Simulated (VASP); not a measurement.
Crystal: SmO3.

```xyz
4
Lattice="0.0000 3.1035 3.1035 3.1035 0.0000 3.1035 3.1035 3.1035 0.0000" Properties=species:S:1:pos:R:3 pbc="T T T"
Sm    0.0000    0.0000    0.0000
O     1.5518    1.5518    1.5518
O     4.6553    4.6553    4.6553
O     3.1035    3.1035    3.1035
```

- Program: VASP 6.6.1
- Task: relaxation of cell and atoms
- Functional: PBE
- Potentials or basis: VASP PAW PBE potentials, release 64 (Sm, O)
- Cutoff: 600 eV
- k mesh: 6 × 6 × 6
- Occupations: gaussian, width 0.1 eV
- Spin: no spin polarisation

At the start: pressure -27.3 GPa; volume 14.95 Å³/atom.

**Question.** How do energy, volume and symmetry change on relaxing?

**Answer.** Over 3 steps the energy falls by 597.1 meV/atom and the volume is 10.14 Å³/atom (-32.2 %); space group Fm-3m (No. 225, to 0.05 Å).

Step by step:
```
step  energy change (eV)  largest force (eV/Å)  pressure (GPa)  volume (Å³)
   1              0.0000                0.0000          -27.35        59.79
   2             -2.3876                0.0000            1.12        40.32
   3             -2.3884                0.0000            0.23        40.56
```

Final structure:
```
Sm O
1.0
     0.00000    2.72710    2.72710
     2.72710    0.00000    2.72710
     2.72710    2.72710    0.00000
Sm O
1 3
Direct
  0.00000 0.00000 0.00000
  0.25000 0.25000 0.25000
  0.75000 0.75000 0.75000
  0.50000 0.50000 0.50000
```

Caveat: the electronic state changed during the relaxation; the volume moved by over 15 % at a fixed basis, so the end points are rough; the run has no spin polarisation, though such a crystal can be magnetic; without U or exact exchange the open f shell lies at the Fermi level, which spoils levels, moments and volumes.
